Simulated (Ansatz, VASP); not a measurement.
## Two plane-wave programs on InSe

```xyz
12
Lattice="-2.0000 -3.4641 0.0000 2.0000 -3.4641 0.0000 0.0000 0.0000 25.2000" Properties=species:S:1:pos:R:3 pbc="T T T"
In    0.0000    0.0000   19.3924
In    0.0000   -2.3094    2.7591
In    0.0000   -4.6188   11.0757
In    0.0000   -6.9282   22.1918
In    0.0000   -2.3094    5.5584
In    0.0000   -4.6188   13.8751
Se    0.0000   -6.9282    9.7991
Se    0.0000   -2.3094   18.1158
Se    0.0000   -4.6188    1.4824
Se    0.0000   -6.9282   15.1509
Se    0.0000   -2.3094   23.4676
Se    0.0000   -4.6188    6.8342
```

Alike in both runs: task single point; functional r2SCAN; k mesh 8 × 8 × 2; occupations gaussian, width 0.05 eV; no spin polarisation.

|  | VASP | Ansatz |
| --- | --- | --- |
| version | VASP 6.6.1 | Ansatz 0.2.0 |
| potentials or method | VASP PAW PBE potentials, release 64 (In_d, Se), cutoff 520 eV | scalar-relativistic, plane waves, PAW |
| valence electrons in the cell | 114 | 174 |

|  | VASP | Ansatz | Ansatz less VASP |
| --- | --- | --- | --- |
| gap on the k mesh at the Fermi level (eV) | 0.87 | 0.88 | +0.008 |
| least direct gap on the mesh (eV) | 0.87 | 0.88 | +0.008 |
| pressure (GPa) | 1.2 | 1.1 | -0.03 |
| traceless stress, the component that is largest in VASP (GPa) | -0.44 | -0.45 | -0.005 |
| rms of the force components (eV/Å) | 0.043 | 0.042 | -0.0007 |

VASP's potentials were made for PBE, not for r2SCAN. Atom by atom the forces differ by 0.007 eV/Å (rms over components). VASP's potentials hold 114 valence electrons a cell and Ansatz's 174, so a difference there can come from the potentials and not from the codes.
